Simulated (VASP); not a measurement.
# HfB2 (P6/mmm) in VASP: notebook

HfB2 is run at these levels: HF, PBEsol; tasks: single point.

Program: VASP 6.6.1. These are calculated values, not measurements. Logs are shortened: lines on timing, memory, paths and dates and some standing lists are left out, and cuts for length are marked.

### Step 1. The cell of the first run

Symmetry: P6/mmm, No. 191, hexagonal system. Conventional cell: a = 3.140 Å, b = 3.140 Å, c = 3.480 Å, α = 90.00°, β = 90.00°, γ = 120.00°. Hf (site symmetry 6/mmm) has 12 B at 2.51 Å and 6 Hf at 3.14 Å within 3.3 Å. Within 2.4 Å of B (site symmetry -6m2) lie 3 B at 1.81 Å.

### Step 2. Single point, HF

POSCAR reads:

```
HfB2
1.0
    3.1400000000      0.0000000000      0.0000000000
   -1.5700000000      2.7193197679      0.0000000000
    0.0000000000      0.0000000000      3.4800000000
Hf B
1 2
Direct
    0.0000000000      0.0000000000      0.0000000000
    0.6666666667      0.3333333333      0.5000000000
    0.3333333333      0.6666666667      0.5000000000
```

INCAR.step1 reads:

```
PREC = Accurate
ENCUT = 520
EDIFF = 1E-5
ISMEAR = -1
SIGMA = 0.05
LREAL = False
LASPH = True
NELM = 80
ALGO = Normal
ISIF = 2
LWAVE = True
LCHARG = False
NBANDS = 15
GGA = PE
```

INCAR.step2 reads:

```
PREC = Accurate
ENCUT = 520
EDIFF = 1E-6
ISMEAR = -1
SIGMA = 0.05
LREAL = False
LASPH = True
NELM = 80
ALGO = Normal
ISIF = 2
LWAVE = False
LCHARG = False
GGA = PE
LHFCALC = True
AEXX = 1.0
ALDAC = 0.0
AGGAC = 0.0
PRECFOCK = Normal
NBANDS = 15
ISTART = 1
```

KPOINTS reads:

```
Automatic mesh
0
Gamma
  5 5 4
```

Potentials or basis: VASP PAW PBE potentials, release 64 (Hf_pv, B).

On the command line:

```
$ cat potpaw_PBE.64/Hf_pv/POTCAR potpaw_PBE.64/B/POTCAR > POTCAR
$ cp INCAR.step1 INCAR
$ mpirun -np 1 vasp_std > vasp.out
$ cp INCAR.step2 INCAR
$ mpirun -np 1 vasp_std > vasp.out
```

OUTCAR:

```text
PREC = Accurate
   ENCUT = 520
   EDIFF = 1E-6
   ISMEAR = -1
   LREAL = False
   LASPH = True
   NELM = 80
   ISIF = 2
   GGA = PE
   LHFCALC = True
   AEXX = 1.0
   PRECFOCK = Normal
   ISTART = 1

 ion  position               nearest neighbor table
   1  0.000  0.000  0.000-   2 2.51   3 2.51   2 2.51   3 2.51   2 2.51   2 2.51   3 2.51   3 2.51
                             2 2.51   2 2.51   3 2.51   3 2.51
   2  0.667  0.333  0.500-   3 1.81   3 1.81   3 1.81   1 2.51   1 2.51   1 2.51   1 2.51   1 2.51
                             1 2.51
   3  0.333  0.667  0.500-   2 1.81   2 1.81   2 1.81   1 2.51   1 2.51   1 2.51   1 2.51   1 2.51
                             1 2.51

  LATTYP: Found a hexagonal cell.
 ALAT       =     3.1400000000
 C/A-ratio  =     1.1082802548

  Lattice vectors:

 A1 = (   3.1400000000,   0.0000000000,   0.0000000000)
 A2 = (  -1.5700000000,   2.7193197679,   0.0000000000)
 A3 = (   0.0000000000,   0.0000000000,   3.4800000000)

Analysis of symmetry for initial positions (statically):
=====================================================================
 Subroutine PRICEL returns:
 Original cell was already a primitive cell.

 Routine SETGRP: Setting up the symmetry group for a
 hexagonal supercell.

 Subroutine GETGRP returns: Found 24 space group operations
 (whereof 24 operations were pure point group operations)
 out of a pool of 24 trial point group operations.

The static configuration has the point symmetry D_6h.

Analysis of symmetry for dynamics (positions and initial velocities):
=====================================================================
 Subroutine PRICEL returns:
 Original cell was already a primitive cell.

 Routine SETGRP: Setting up the symmetry group for a
 hexagonal supercell.

 Subroutine GETGRP returns: Found 24 space group operations
 (whereof 24 operations were pure point group operations)
 out of a pool of 24 trial point group operations.

The dynamic configuration has the point symmetry D_6h.

 Subroutine INISYM returns: Found 24 space group operations
 (whereof 24 operations are pure point group operations),
 and found     1 'primitive' translations

----------------------------------------------------------------------------------------

                                     Primitive cell

  volume of cell :      29.7146

  direct lattice vectors                    reciprocal lattice vectors
     3.140000000  0.000000000  0.000000000     0.318471338  0.183869512  0.000000000
    -1.570000000  2.719319768  0.000000000     0.000000000  0.367739025  0.000000000
     0.000000000  0.000000000  3.480000000     0.000000000  0.000000000  0.287356322

  length of vectors
     3.140000000  3.140000000  3.480000000     0.367739025  0.367739025  0.287356322

  position of ions in fractional coordinates (direct lattice)
     0.000000000  0.000000000  0.000000000
     0.666666667  0.333333333  0.500000000
     0.333333333  0.666666667  0.500000000

  ion indices of the primitive-cell ions
   primitive index   ion index
                 1           1
                 2           2
                 3           3

----------------------------------------------------------------------------------------

 KPOINTS: Automatic mesh

Automatic generation of k-mesh.
 Grid dimensions read from file:
 generate k-points for:    5    5    4

 Generating k-lattice:

  Cartesian coordinates                     Fractional coordinates (reciprocal lattice)
     0.063694268  0.036773902  0.000000000     0.200000000  0.000000000  0.000000000
     0.000000000  0.073547805  0.000000000     0.000000000  0.200000000  0.000000000
     0.000000000  0.000000000  0.071839080     0.000000000  0.000000000  0.250000000

  Length of vectors
     0.073547805  0.073547805  0.071839080

  Shift w.r.t. Gamma in fractional coordinates (k-lattice)
     0.000000000  0.000000000  0.000000000

 Subroutine IBZKPT returns following result:
 ===========================================

 Found     15 irreducible k-points:

 Following reciprocal coordinates:
            Coordinates               Weight
  0.000000  0.000000  0.000000      1.000000
  0.200000  0.000000  0.000000      6.000000
  0.400000  0.000000  0.000000      6.000000
  0.200000  0.200000  0.000000      6.000000
  0.400000  0.200000  0.000000      6.000000
  0.000000  0.000000  0.250000      2.000000
  0.200000  0.000000  0.250000     12.000000
  0.400000  0.000000  0.250000     12.000000
  0.200000  0.200000  0.250000     12.000000
  0.400000  0.200000  0.250000     12.000000
  0.000000  0.000000  0.500000      1.000000
  0.200000  0.000000  0.500000      6.000000
  0.400000  0.000000  0.500000      6.000000
  0.200000  0.200000  0.500000      6.000000
  0.400000  0.200000  0.500000      6.000000
   k-points           NKPTS =     15   k-points in BZ     NKDIM =    100   number of bands    NBANDS=     15
   number of dos      NEDOS =    301   number of ions     NIONS =      3
   total plane-waves  NPLWV =  16128
   dimension x,y,z NGX =    24 NGY =   24 NGZ =   28
   dimension x,y,z NGXF=    48 NGYF=   48 NGZF=   56
   ions per type =               1   2
   NGX,Y,Z   is equivalent  to a cutoff of  12.71, 12.71, 13.38 a.u.
   NGXF,Y,Z  is equivalent  to a cutoff of  25.41, 25.41, 26.75 a.u.
 SYSTEM =  unknown system
   PREC   = accura    normal or accurate (medium, high low for compatibility)
   ISTART =      1    job   : 0-new  1-cont  2-samecut
   ICHARG =      0    charge: 1-file 2-atom 10-const
   ISPIN  =      1    spin polarized calculation?
   LNONCOLLINEAR =      F non collinear calculations
   LSORBIT =      F    spin-orbit coupling
   LASPH  =      T    aspherical Exc in radial PAW
   ENCUT  =  520.0 eV  38.22 Ry    6.18 a.u.   5.84  5.84  6.47*2*pi/ulx,y,z
   NELM   =     80;   NELMIN=  2; NELMDL=  0     # of ELM steps
   EDIFF  = 0.1E-05   stopping-criterion for ELM
   LREAL  =      F    real-space projection
   EDIFFG = 0.1E-04   stopping-criterion for IOM
   NSW    =      0    number of steps for IOM
   IBRION =     -1    ionic relax: 0-MD 1-quasi-New 2-CG
   NFREE  =      0    steps in history (QN), initial steepest desc. (CG)
   ISIF   =      2    stress and relaxation
   ISYM   =      3    0-nonsym 1-usesym 2-fastsym
   POTIM  = 0.5000    time-step for ionic-motion
   TEBEG  =    0.0;   TEEND  =   0.0 temperature during run
   PSTRESS=    0.0 pullay stress
   NELECT =      16.0000    total number of electrons
   NUPDOWN=      -1.0000    fix difference up-down
   EMIN   =  10.00;   EMAX   =-10.00  energy-range for DOS
   EFERMI =   0.00;   METHOD = LEGACY
   ISMEAR =    -1;   SIGMA  =   0.05  broadening in eV -4-tet -1-fermi 0-gaus
   EFERMI_NEDOS =   21; number of points for ismear=-14 and -15
   IALGO  =     38    algorithm
   IMIX   =      1    mixing-type and parameters
     AMIX     =   0.40;   BMIX     =  1.00
     AMIX_MAG =   1.60;   BMIX_MAG =  1.00
  volume/ion in A,a.u.               =       9.90        66.84
  Fermi-wavevector in a.u.,A,eV,Ry     =   1.331860  2.516850 24.134693  1.773850
  Thomas-Fermi vector in A             =   2.460838
   LORBIT       =      0    0 simple, 1 ext, 2 COOP (PROOUT), +10 PAW based schemes
   GGA     = PE    functional components
   LHFCALC =     T    Hartree Fock is set to
   PRECFOCK=normal    Normal, Fast or Accurate (Low or Medium for compatibility)
   ENCUT4O =  -1.0   cutoff for four orbital integrals eV
   NKREDX  =     1    reduce k-point grid by
   NKREDY  =     1    reduce k-point grid by
   NKREDZ  =     1    reduce k-point grid by
   AEXX    =    1.0000 exact exchange contribution
   HFSCREEN=    0.0000 screening length (either q_TF or 0.3 A-1)
   HFSCREENC=   0.0000 screening length for correlation (either q_TF or 0.3 A-1)
   ENCUTFOCK=  -1.0 apply spherical cutoff to Coloumb kernel
   IVDW    =     0    specifies the selected vdW correction
   LEPSILON=     F    determine dielectric tensor
   LRPA    =     F    only Hartree local field effects (RPA)
 non-spin polarized calculation
  energy-cutoff  :      520.00
  volume of cell :       29.71
 maximum number of plane-waves:       816
 NGX is ok and might be reduce to    24
  NGX = 18; NGY = 18; NGZ = 20

 number of electron      15.9999997 magnetization

 Free energy of the ion-electron system (eV)
  ---------------------------------------------------
  ext. energy  EPLUGINS =         0.00000000
  ---------------------------------------------------
  free energy    TOTEN  =       -39.55081536 eV

  energy without entropy =      -39.54665648  energy(sigma->0) =      -39.54873592

 E-fermi :   9.1289     XC(G=0):   0.0000

 val. band max:        7.1215707859   @ k =   0.2000   0.2000   0.0000
 cond. band min:       9.1288533509   @ k =   0.4000   0.2000   0.0000
 fundamental gap:      2.0072825650
 Fermi energy:         9.1288533508

 k-point     1 :       0.0000    0.0000    0.0000
  band No.  band energies     occupation
      1     -32.5353      2.00000
      2     -31.8690      2.00000
      3     -31.8690      2.00000
      4     -13.7132      2.00000
      5       2.4685      2.00000
      6       2.4685      2.00000
      7       2.4960      2.00000
      8       3.5425      2.00000
      9      17.5638      0.00000
     10      17.5638      0.00000
     11      17.9274      0.00000
     12      18.2613      0.00000
     13      18.2613      0.00000
     14      18.2713      0.00000
     15      18.2713      0.00000

 k-point     2 :       0.2000    0.0000    0.0000
  band No.  band energies     occupation
      1     -32.4478      2.00000
      2     -32.3066      2.00000
      3     -31.9614      2.00000
      4     -12.5203      2.00000
      5      -0.5722      2.00000
      6       1.8364      2.00000
      7       2.2532      2.00000
      8       4.3701      2.00000
      9      14.4074      0.00000
     10      16.7489      0.00000
     11      16.8614      0.00000
     12      17.2527      0.00000
     13      19.8294      0.00000
     14      21.5665      0.00000
     15      22.0548      0.00000

 k-point     3 :       0.4000    0.0000    0.0000
  band No.  band energies     occupation
      1     -32.9399      2.00000
      2     -32.3052      2.00000
      3     -32.1039      2.00000
      4      -9.4788      2.00000
      5      -5.2892      2.00000
      6       1.1157      2.00000
      7       1.6878      2.00000
      8       3.9839      2.00000
      9      14.1492      0.00000
     10      15.6132      0.00000
     11      16.6110      0.00000
     12      18.9202      0.00000
     13      19.8068      0.00000
     14      23.6760      0.00000
     15      25.3290      0.00000

 k-point     4 :       0.2000    0.2000    0.0000
  band No.  band energies     occupation
      1     -32.7194      2.00000
      2     -32.3326      2.00000
      3     -32.1965      2.00000
      4     -10.3930      2.00000
      5      -3.1911      2.00000
      6      -0.5583      2.00000
      7       1.5404      2.00000
      8       7.1216      2.00000
      9      11.8404      0.00000
     10      12.8848      0.00000
     11      19.0917      0.00000
     12      20.7976      0.00000
     13      21.0180      0.00000
     14      21.7407      0.00000
     15      24.4392      0.00000
[... 145 lines left out ...]
 k-point    13 :       0.4000    0.0000    0.5000
  band No.  band energies     occupation
      1     -32.8809      2.00000
      2     -32.7202      2.00000
      3     -32.0362      2.00000
      4      -9.1417      2.00000
      5      -3.8918      2.00000
      6      -0.7579      2.00000
      7      -0.1813      2.00000
      8       2.5259      2.00000
      9      16.4959      0.00000
     10      17.7588      0.00000
     11      18.7305      0.00000
     12      21.0509      0.00000
     13      21.9828      0.00000
     14      22.8775      0.00000
     15      26.8091      0.00000

 k-point    14 :       0.2000    0.2000    0.5000
  band No.  band energies     occupation
      1     -32.7563      2.00000
      2     -32.6519      2.00000
      3     -32.1430      2.00000
      4      -9.3502      2.00000
      5      -2.9358      2.00000
      6      -1.3208      2.00000
      7      -0.3088      2.00000
      8       3.1002      2.00000
      9      16.7325      0.00000
     10      18.0373      0.00000
     11      18.1004      0.00000
     12      18.9920      0.00000
     13      23.5333      0.00000
     14      23.6364      0.00000
     15      24.0722      0.00000

 k-point    15 :       0.4000    0.2000    0.5000
  band No.  band energies     occupation
      1     -32.8417      2.00000
      2     -32.6616      2.00000
      3     -32.3319      2.00000
      4      -8.1778      2.00000
      5      -5.6066      2.00000
      6      -1.2435      2.00000
      7       1.0143      2.00000
      8       1.8609      2.00000
      9      18.2005      0.00000
     10      19.5119      0.00000
     11      19.6971      0.00000
     12      20.6449      0.00000
     13      21.4922      0.00000
     14      22.1907      0.00000
     15      22.8351      0.00000

------------------------ aborting loop because EDIFF is reached ----------------------------------------

  FORCE on cell =-STRESS in cart. coord.  units (eV):
  Direction    XX          YY          ZZ          XY          YZ          ZX
  --------------------------------------------------------------------------------------
  -------------------------------------------------------------------------------------
  Total        1.1183657      1.1183657      1.0046579      0.0000000     -0.0000000      0.0000000
  in kB       60.3011021     60.3011021     54.1700962      0.0000000     -0.0000000      0.0000000
  external PRESSURE =      58.2574335 kB  Pullay stress =       0.0000000 kB

 VOLUME and BASIS-vectors are now :
 -----------------------------------------------------------------------------
  energy-cutoff  :      520.00
  volume of cell :       29.71
      direct lattice vectors                 reciprocal lattice vectors
     3.140000000  0.000000000  0.000000000     0.318471338  0.183869512  0.000000000
    -1.570000000  2.719319768  0.000000000     0.000000000  0.367739025  0.000000000
     0.000000000  0.000000000  3.480000000     0.000000000  0.000000000  0.287356322

 POSITION                                       TOTAL-FORCE (eV/Angst)
 -----------------------------------------------------------------------------------
      0.00000      0.00000      0.00000        -0.000000     -0.000000      0.000000
      1.57000      0.90644      1.74000         0.000000      0.000000      0.000000
     -0.00000      1.81288      1.74000         0.000000      0.000000      0.000000
 -----------------------------------------------------------------------------------
    total drift:                               -0.000000      0.000000     -0.000000

  FREE ENERGIE OF THE ION-ELECTRON SYSTEM (eV)
  ---------------------------------------------------
  free  energy   TOTEN  =       -39.5508153632 eV

  energy  without entropy=      -39.5466564801  energy(sigma->0) =      -39.54873592
```

Wall time 28 min (1 thread of AMD EPYC 7R13, shared host); peak memory 0.13 GiB.

What came out:

```yaml
Free_energy: -39.5508 eV
Pressure: 5.8 GPa
Band_gap_on_the_k_mesh: zero (band 8 reaches 12.28 eV, above the bottom of band 9 at 9.13 eV)
```

Stress tensor (GPa, compression positive):
```
6.03 0.00 0.00
0.00 6.03 0.00
0.00 0.00 5.42
```

Levels at points of the mesh, in eV from the Fermi level:
```
           k point  band 6  band 7  band 8  band 9  band 10  band 11
(0.00, 0.00, 0.00)   -6.66   -6.63   -5.59    8.43     8.43     8.80
(0.00, 0.00, 0.50)   -4.09   -4.09    3.15    3.15     3.61     3.61
```

Caveat: the k points lie up to 0.46 Å⁻¹ apart; the PAW data sets were made with another functional, which shifts forces and pressure a little; spin-orbit coupling is left out, which moves the levels of the heavy elements.

(Continued in part 2 of 2.)
